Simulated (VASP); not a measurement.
# Ti (Fm-3m) in VASP: a series of runs

Runs on Ti. Level: PBEsol. Tasks: single point.

Everything below comes from runs of VASP 6.6.1. Logs are shortened: lines on timing, memory, paths and dates and some standing lists are left out, and cuts for length are marked.

**1. The cell of the first run**

Symmetry: Fm-3m, No. 225, cubic system. The conventional cell has a = 4.015 Å, b = 4.015 Å, c = 4.015 Å, α = 90.00°, β = 90.00°, γ = 90.00°. Within 3.7 Å of Ti (site symmetry m-3m) lie 12 Ti at 2.84 Å.

**2. Single point, PBEsol (volume scaled by 0.97)**

INCAR reads:

```
SYSTEM = Ti
  PREC = Accurate
  ENCUT = 520
  EDIFF = 1E-6
  ISMEAR = 0
  SIGMA = 0.1
  LREAL = .FALSE.
  LASPH = .TRUE.
  NELM = 80
  ALGO = Normal
  ISIF = 2
  LWAVE = .FALSE.
  LCHARG = .TRUE.
  GGA = PS
  LELF = .TRUE.
  LVHAR = .TRUE.
  NBANDS = 12
```

KPOINTS reads:

```
Automatic mesh
0
G
  18 18 18
  0 0 0
```

POSCAR reads:

```
Ti
1.0
    0.0000000000      2.0074356987      2.0074356987
    2.0074356987      0.0000000000      2.0074356987
    2.0074356987      2.0074356987      0.0000000000
Ti
1
Direct
    0.0000000000      0.0000000000      0.0000000000
```

Potentials or basis: VASP PAW PBE potentials, release 64 (Ti_sv).

Command:

```console
$ cat potpaw_PBE.64/Ti_sv/POTCAR > POTCAR
$ mpirun -np 1 vasp_std > vasp.out
```

OUTCAR:

```text
SYSTEM = Ti
   PREC = Accurate
   ENCUT = 520
   EDIFF = 1E-6
   ISMEAR = 0
   LREAL = .FALSE.
   LASPH = .TRUE.
   NELM = 80
   ISIF = 2
   GGA = PS

 ion  position               nearest neighbor table
   1  0.000  0.000  0.000-

  LATTYP: Found a face centered cubic cell.
 ALAT       =     4.0148713974

  Lattice vectors:

 A1 = (   0.0000000000,   2.0074356987,   2.0074356987)
 A2 = (   2.0074356987,   0.0000000000,   2.0074356987)
 A3 = (   2.0074356987,   2.0074356987,   0.0000000000)

Analysis of symmetry for initial positions (statically):
=====================================================================
 Subroutine PRICEL returns:
 Original cell was already a primitive cell.

 Routine SETGRP: Setting up the symmetry group for a
 face centered cubic supercell.

 Subroutine GETGRP returns: Found 48 space group operations
 (whereof 48 operations were pure point group operations)
 out of a pool of 48 trial point group operations.

The static configuration has the point symmetry O_h .

Analysis of symmetry for dynamics (positions and initial velocities):
=====================================================================
 Subroutine PRICEL returns:
 Original cell was already a primitive cell.

 Routine SETGRP: Setting up the symmetry group for a
 face centered cubic supercell.

 Subroutine GETGRP returns: Found 48 space group operations
 (whereof 48 operations were pure point group operations)
 out of a pool of 48 trial point group operations.

The dynamic configuration has the point symmetry O_h .

 Subroutine INISYM returns: Found 48 space group operations
 (whereof 48 operations are pure point group operations),
 and found     1 'primitive' translations

----------------------------------------------------------------------------------------

                                     Primitive cell

  volume of cell :      16.1791

  direct lattice vectors                    reciprocal lattice vectors
     0.000000000  2.007435699  2.007435699    -0.249073980  0.249073980  0.249073980
     2.007435699  0.000000000  2.007435699     0.249073980 -0.249073980  0.249073980
     2.007435699  2.007435699  0.000000000     0.249073980  0.249073980 -0.249073980

  length of vectors
     2.838942791  2.838942791  2.838942791     0.431408789  0.431408789  0.431408789

  position of ions in fractional coordinates (direct lattice)
     0.000000000  0.000000000  0.000000000

  ion indices of the primitive-cell ions
   primitive index   ion index
                 1           1

----------------------------------------------------------------------------------------

 KPOINTS: Automatic mesh

Automatic generation of k-mesh.
 Grid dimensions read from file:
 generate k-points for:   18   18   18

 Generating k-lattice:

  Cartesian coordinates                     Fractional coordinates (reciprocal lattice)
    -0.013837443  0.013837443  0.013837443     0.055555556  0.000000000  0.000000000
     0.013837443 -0.013837443  0.013837443     0.000000000  0.055555556  0.000000000
     0.013837443  0.013837443 -0.013837443     0.000000000  0.000000000  0.055555556

  Length of vectors
     0.023967155  0.023967155  0.023967155

  Shift w.r.t. Gamma in fractional coordinates (k-lattice)
     0.000000000  0.000000000  0.000000000

 Subroutine IBZKPT returns following result:
 ===========================================

 Found    195 irreducible k-points:

 Following reciprocal coordinates:
            Coordinates               Weight
  0.000000  0.000000  0.000000      1.000000
  0.055556  0.000000  0.000000      8.000000
  0.111111  0.000000  0.000000      8.000000
  0.166667  0.000000  0.000000      8.000000
  0.222222  0.000000  0.000000      8.000000
  0.277778  0.000000  0.000000      8.000000
[... 16 lines left out ...]
 -0.277778  0.055556  0.000000     24.000000
 -0.222222  0.055556  0.000000     24.000000
 [... further k-points ...]
   k-points           NKPTS =    195   k-points in BZ     NKDIM =    195   number of bands    NBANDS=     12
   number of dos      NEDOS =    301   number of ions     NIONS =      1
   total plane-waves  NPLWV =  13824
   dimension x,y,z NGX =    24 NGY =   24 NGZ =   24
   dimension x,y,z NGXF=    48 NGYF=   48 NGZF=   48
   ions per type =               1
   NGX,Y,Z   is equivalent  to a cutoff of  14.05, 14.05, 14.05 a.u.
   NGXF,Y,Z  is equivalent  to a cutoff of  28.11, 28.11, 28.11 a.u.
 SYSTEM =  Ti
   PREC   = accura    normal or accurate (medium, high low for compatibility)
   ISTART =      0    job   : 0-new  1-cont  2-samecut
   ICHARG =      2    charge: 1-file 2-atom 10-const
   ISPIN  =      1    spin polarized calculation?
   LNONCOLLINEAR =      F non collinear calculations
   LSORBIT =      F    spin-orbit coupling
   LASPH  =      T    aspherical Exc in radial PAW
   ENCUT  =  520.0 eV  38.22 Ry    6.18 a.u.   5.28  5.28  5.28*2*pi/ulx,y,z
   NELM   =     80;   NELMIN=  2; NELMDL= -5     # of ELM steps
   EDIFF  = 0.1E-05   stopping-criterion for ELM
   LREAL  =      F    real-space projection
   EDIFFG = 0.1E-04   stopping-criterion for IOM
   NSW    =      0    number of steps for IOM
   IBRION =     -1    ionic relax: 0-MD 1-quasi-New 2-CG
   NFREE  =      0    steps in history (QN), initial steepest desc. (CG)
   ISIF   =      2    stress and relaxation
   ISYM   =      2    0-nonsym 1-usesym 2-fastsym
   POTIM  = 0.5000    time-step for ionic-motion
   TEBEG  =    0.0;   TEEND  =   0.0 temperature during run
   PSTRESS=    0.0 pullay stress
   NELECT =      12.0000    total number of electrons
   NUPDOWN=      -1.0000    fix difference up-down
   EMIN   =  10.00;   EMAX   =-10.00  energy-range for DOS
   EFERMI =   0.00;   METHOD = LEGACY
   ISMEAR =     0;   SIGMA  =   0.10  broadening in eV -4-tet -1-fermi 0-gaus
   EFERMI_NEDOS =   21; number of points for ismear=-14 and -15
   IALGO  =     38    algorithm
   IMIX   =      4    mixing-type and parameters
     AMIX     =   0.40;   BMIX     =  1.00
     AMIX_MAG =   1.60;   BMIX_MAG =  1.00
  volume/ion in A,a.u.               =      16.18       109.18
  Fermi-wavevector in a.u.,A,eV,Ry     =   1.481893  2.800372 29.878500  2.196008
  Thomas-Fermi vector in A             =   2.595747
   LORBIT       =      0    0 simple, 1 ext, 2 COOP (PROOUT), +10 PAW based schemes
   GGA     = PS    functional components
   LHFCALC =     F    Hartree Fock is set to
   AEXX    =    0.0000 exact exchange contribution
   IVDW    =     0    specifies the selected vdW correction
   LEPSILON=     F    determine dielectric tensor
   LRPA    =     F    only Hartree local field effects (RPA)
 non-spin polarized calculation
 Gauss-broadening in eV      SIGMA  =   0.10
  energy-cutoff  :      520.00
  volume of cell :       16.18
 maximum number of plane-waves:       448
 NGX is ok and might be reduce to    24
   NGX = 11   NGY = 11   NGZ = 11

 number of electron      12.0000000 magnetization

 Free energy of the ion-electron system (eV)
  ---------------------------------------------------
  ext. energy  EPLUGINS =         0.00000000
  ---------------------------------------------------
  free energy    TOTEN  =        -8.28265153 eV

  energy without entropy =       -8.27446802  energy(sigma->0) =       -8.27855977

 E-fermi :   8.8685     XC(G=0): -11.9789

 val. band max:        8.8627846377   @ k =   0.5000   0.1111   0.0000
 cond. band min:       8.8716121118   @ k =   0.2778   0.0000   0.0000
 fundamental gap:      0.0088274741
 Fermi energy:         8.8684983802

 k-point     1 :       0.0000    0.0000    0.0000
  band No.  band energies     occupation
      1     -47.4952      2.00000
      2     -23.3559      2.00000
      3     -23.3559      2.00000
      4     -23.3559      2.00000
      5       2.6052      2.00000
      6       9.7836      0.00000
      7       9.7836      0.00000
      8       9.7836      0.00000
      9      11.5739      0.00000
     10      11.5739      0.00000
     11      24.5267      0.00000
     12      29.3115      0.00000

 k-point     2 :       0.0556    0.0000    0.0000
  band No.  band energies     occupation
      1     -47.4903      2.00000
      2     -23.3828      2.00000
      3     -23.3592      2.00000
      4     -23.3592      2.00000
      5       2.7126      2.00000
      6       9.7147      0.00000
      7       9.8238      0.00000
      8       9.8238      0.00000
      9      11.5468      0.00000
     10      11.5468      0.00000
     11      24.6327      0.00000
     12      28.4749      0.00000

 k-point     3 :       0.1111    0.0000    0.0000
  band No.  band energies     occupation
      1     -47.4760      2.00000
      2     -23.4596      2.00000
      3     -23.3686      2.00000
      4     -23.3686      2.00000
      5       3.0267      2.00000
      6       9.5276      0.00000
      7       9.9283      0.00000
      8       9.9283      0.00000
      9      11.4858      0.00000
     10      11.4858      0.00000
     11      24.8581      0.00000
     12      26.9602      0.00000
[... 286 lines left out ...]
 k-point    23 :      -0.2778    0.0556    0.0000
  band No.  band energies     occupation
      1     -47.3860      2.00000
      2     -23.9114      2.00000
      3     -23.4541      2.00000
      4     -23.4172      2.00000
      5       5.1294      2.00000
      6       8.8012      1.65844
      7       9.9140      0.00000
      8      10.0319      0.00000
      9      11.6587      0.00000
     10      12.2044      0.00000
     11      21.3718      0.00000
     12      24.9914      0.00000

 k-point    24 :      -0.2222    0.0556    0.0000
  band No.  band energies     occupation
      1     -47.4143      2.00000
      2     -23.7693      2.00000
      3     -23.4348      2.00000
      4     -23.3980      2.00000
      5       4.4587      2.00000
      6       8.9081      0.57514
      7      10.0316      0.00000
      8      10.1401      0.00000
      9      11.3554      0.00000
     10      11.8926      0.00000
     11      22.8805      0.00000
     12      25.3803      0.00000

 [... further k-points ...]
[... 5 lines left out ...]
  --------------------------------------------------------------------------------------
  -------------------------------------------------------------------------------------
  Total        0.3369547      0.3369547      0.3369547     -0.0000000      0.0000000      0.0000000
  in kB       33.3677702     33.3677702     33.3677702     -0.0000000      0.0000000      0.0000000
  external PRESSURE =      33.3677702 kB  Pullay stress =       0.0000000 kB

 VOLUME and BASIS-vectors are now :
 -----------------------------------------------------------------------------
  energy-cutoff  :      520.00
  volume of cell :       16.18
      direct lattice vectors                 reciprocal lattice vectors
     0.000000000  2.007435699  2.007435699    -0.249073980  0.249073980  0.249073980
     2.007435699  0.000000000  2.007435699     0.249073980 -0.249073980  0.249073980
     2.007435699  2.007435699  0.000000000     0.249073980  0.249073980 -0.249073980

 POSITION                                       TOTAL-FORCE (eV/Angst)
 -----------------------------------------------------------------------------------
      0.00000      0.00000      0.00000         0.000000      0.000000      0.000000
 -----------------------------------------------------------------------------------
    total drift:                               -0.000000     -0.000000     -0.000000

  FREE ENERGIE OF THE ION-ELECTRON SYSTEM (eV)
  ---------------------------------------------------
  free  energy   TOTEN  =        -8.2826515289 eV

  energy  without entropy=       -8.2744680186  energy(sigma->0) =       -8.27855977
```

Run time: 88 s. Hardware: 1 thread of AMD EPYC 7R13, shared host; peak memory 0.13 GiB.

What came out:

| Property | Result |
| --- | --- |
| Free energy | -8.2827 eV |
| Pressure | 3.3 GPa |
| Band gap on the k mesh | zero (band 6 reaches 9.78 eV, above the bottom of band 7 at 8.39 eV) |

Levels at points of the mesh, in eV from the Fermi level:
| k point | band 2 | band 3 | band 4 | band 5 | band 6 | band 7 | band 8 | band 9 | band 10 | band 11 |
| --- | --- | --- | --- | --- | --- | --- | --- | --- | --- | --- |
| (0.00, 0.00, 0.00) | -32.22 | -32.22 | -32.22 | -6.26 | 0.92 | 0.92 | 0.92 | 2.71 | 2.71 | 15.66 |
| (0.50, 0.00, 0.00) | -33.08 | -32.33 | -32.33 | -2.76 | 0.77 | 0.77 | 0.83 | 3.91 | 3.91 | 8.94 |
| (0.50, 0.50, 0.00) | -33.02 | -32.52 | -32.52 | -2.85 | -1.92 | 3.18 | 3.89 | 4.22 | 4.22 | 11.41 |

Caveat: the PAW data sets were made with another functional, which shifts forces and pressure a little.

**3. Single point, PBEsol (volume scaled by 1.03)**

INCAR reads:

```
SYSTEM = Ti
ALGO = Fast ; EDIFF = 1E-6
ENCUT = 520 ; GGA = PS
ISIF = 2 ; ISMEAR = 0
LASPH = .True. ; LCHARG = .False.
LREAL = .False. ; LWAVE = .False.
NBANDS = 12 ; NELM = 100
PREC = Accurate ; SIGMA = 0.1
```

KPOINTS reads:

```
k-points
0
Gamma
  18 18 18
  0 0 0
```

POSCAR reads:

```
Ti
1.0
    0.0000000000      2.0480008844      2.0480008844
    2.0480008844      0.0000000000      2.0480008844
    2.0480008844      2.0480008844      0.0000000000
Ti
1
Direct
    0.0000000000      0.0000000000      0.0000000000
```

Potentials or basis: VASP PAW PBE potentials, release 64 (Ti_sv).

Command:

```console
$ cat potpaw_PBE.64/Ti_sv/POTCAR > POTCAR
$ mpirun -np 1 vasp_std > vasp.out
```

Wall time 1.9 min (1 thread of AMD EPYC 7R13, shared host); peak memory 0.14 GiB.

It converged, with:

```yaml
Free_energy: -8.2817 eV
Pressure: -3.5 GPa
Band_gap_on_the_k_mesh: zero (band 6 reaches 9.09 eV, above the bottom of band 7 at 7.77 eV)
```

Levels at points of the mesh, in eV from the Fermi level:
| k point | band 2 | band 3 | band 4 | band 5 | band 6 | band 7 | band 8 | band 9 | band 10 | band 11 |
| --- | --- | --- | --- | --- | --- | --- | --- | --- | --- | --- |
| (0.00, 0.00, 0.00) | -32.40 | -32.40 | -32.40 | -6.12 | 0.88 | 0.88 | 0.88 | 2.53 | 2.53 | 15.33 |
| (0.50, 0.00, 0.00) | -33.10 | -32.49 | -32.49 | -2.62 | 0.67 | 0.76 | 0.76 | 3.63 | 3.63 | 8.29 |
| (0.50, 0.50, 0.00) | -33.06 | -32.65 | -32.65 | -2.62 | -1.74 | 2.89 | 3.62 | 3.92 | 3.92 | 11.85 |

Caveat: the PAW data sets were made with another functional, which shifts forces and pressure a little.

**4. Single point, PBEsol (volume scaled by 1.06)**

INCAR reads:

```
PREC = Accurate
ENCUT = 520
EDIFF = 1E-6
ISMEAR = 0
SIGMA = 0.1
LREAL = False
LASPH = True
NELM = 60
ALGO = Fast
ISIF = 2
LWAVE = False
LCHARG = False
GGA = PS
NBANDS = 12
```

KPOINTS reads:

```
regular mesh
0
Gamma
  18 18 18
```

POSCAR reads:

```
Ti
1.0
    0.0000000000      2.0676944087      2.0676944087
    2.0676944087      0.0000000000      2.0676944087
    2.0676944087      2.0676944087      0.0000000000
Ti
1
Direct
    0.0000000000      0.0000000000      0.0000000000
```

Command:

```console
$ cat potpaw_PBE.64/Ti_sv/POTCAR > POTCAR
$ mpirun -np 1 vasp_std > vasp.out
```

Run time: 2.4 min. Hardware: 1 thread of AMD EPYC 7R13, shared host; peak memory 0.14 GiB.

It converged, with:

```yaml
Free_energy: -8.2667 eV
Pressure: -6.2 GPa
Band_gap_on_the_k_mesh: zero (band 6 reaches 8.77 eV, above the bottom of band 7 at 7.48 eV)
```

Levels at points of the mesh, in eV from the Fermi level:
```tsv
k point	band 4	band 5	band 6	band 7	band 8	band 9
(0.00, 0.00, 0.00)	-32.49	-6.05	0.86	0.86	0.86	2.45
(0.50, 0.00, 0.00)	-32.57	-2.55	0.60	0.75	0.75	3.51
(0.50, 0.50, 0.00)	-32.71	-2.52	-1.66	2.76	3.49	3.78
```

Caveat: the PAW data sets were made with another functional, which shifts forces and pressure a little.

[end of part 1 of 2]
